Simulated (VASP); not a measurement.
AlO5:

```xyz
6
Lattice="3.2713 0.0000 0.0000 0.0000 3.2713 0.0000 0.0000 0.0000 5.8057" Properties=species:S:1:pos:R:3 pbc="T T T"
Al    0.0000    0.0000    2.9029
O     0.0000    1.6357    0.0000
O     1.6357    0.0000    0.0000
O     0.0000    0.0000    5.2066
O     0.0000    0.0000    0.5991
O     1.6357    1.6357    0.0000
```

The cell was built from a structure type or drawn by symmetry, and may not be a known phase.

```yaml
Program: VASP 6.6.1
Task: relaxation of cell and atoms
Functional: PBE
Potentials_or_basis: VASP PAW PBE potentials, release 64 (Al, O_h)
Cutoff: 910 eV
k_mesh: 6 × 6 × 4
Occupations: gaussian, width 0.1 eV
Spin: no spin polarisation
```

At the start: pressure 77.2 GPa; volume 10.36 Å³/atom.

Where does the relaxation end?

Over 23 steps the energy falls by 1558.5 meV/atom and the volume is 13.05 Å³/atom (+26.0 %); space group P4/mmm (No. 123, to 0.1 Å) before and after.

Step by step:
| step | energy change (eV) | largest force (eV/Å) | pressure (GPa) | volume (Å³) |
| --- | --- | --- | --- | --- |
| 1 | 0.0000 | 13.0342 | 77.21 | 62.13 |
| 2 | -3.2773 | 2.8786 | -38.88 | 118.08 |
| 3 | -6.7852 | 3.8634 | -14.03 | 86.47 |
| 4 | -8.9244 | 1.8850 | -1.94 | 76.83 |
| 5 | -8.9925 | 0.2048 | 3.78 | 74.83 |
| 6 | -9.0014 | 0.7095 | 2.13 | 75.34 |
| 7 | -9.0002 | 0.5051 | 2.81 | 75.13 |
| 8 | -9.1097 | 0.0632 | 1.79 | 76.26 |
| 9 | -9.1778 | 0.7580 | 0.96 | 77.81 |
| 10 | -9.2387 | 0.6296 | -2.58 | 78.86 |
| 11 | -9.2401 | 0.4531 | -2.12 | 78.71 |
| 12 | -9.2628 | 0.4861 | -0.88 | 77.91 |
| 13 | -9.2783 | 0.5667 | 0.95 | 76.69 |
| 14 | -9.3009 | 0.0635 | 1.84 | 76.78 |
| 15 | -9.3040 | 0.2358 | 2.36 | 76.82 |
| 16 | -9.3141 | 0.2804 | 1.97 | 77.17 |
| 17 | -9.3330 | 0.4554 | 0.91 | 78.23 |
| 18 | -9.3058 | 0.9710 | -0.88 | 80.32 |
| 19 | -9.3333 | 0.6068 | 0.56 | 78.71 |
| 20 | -9.3471 | 0.0969 | -0.82 | 79.06 |
| 21 | -9.3475 | 0.0018 | -1.09 | 79.12 |
| 22 | -9.3493 | 0.0082 | -0.73 | 78.85 |
| 23 | -9.3509 | 0.0291 | 0.01 | 78.28 |

Final structure:
```yaml
crystal:
  lattice:
    - [3.46774, 0.00000, 0.00000]
    - [0.00000, 3.46774, 0.00000]
    - [0.00000, 0.00000, 6.50981]
  atoms:
    - { symbol: Al, position: [0.00000, 0.00000, 0.50000] }
    - { symbol: O, position: [0.00000, 0.50000, 0.00000] }
    - { symbol: O, position: [0.50000, 0.00000, 0.00000] }
    - { symbol: O, position: [0.00000, 0.00000, 0.75442] }
    - { symbol: O, position: [0.00000, 0.00000, 0.24558] }
    - { symbol: O, position: [0.50000, 0.50000, 0.00000] }
```

Caveat: the cutoff is under 1.25 times the usual one of these potentials, so pressure, stress and relaxed cells hold a basis-set (Pulay) error; the volume moved by over 15 % at a fixed basis, so the end points are rough; an odd number of electrons without spin polarisation forces a metal; a magnetic or distorted state may lie lower.
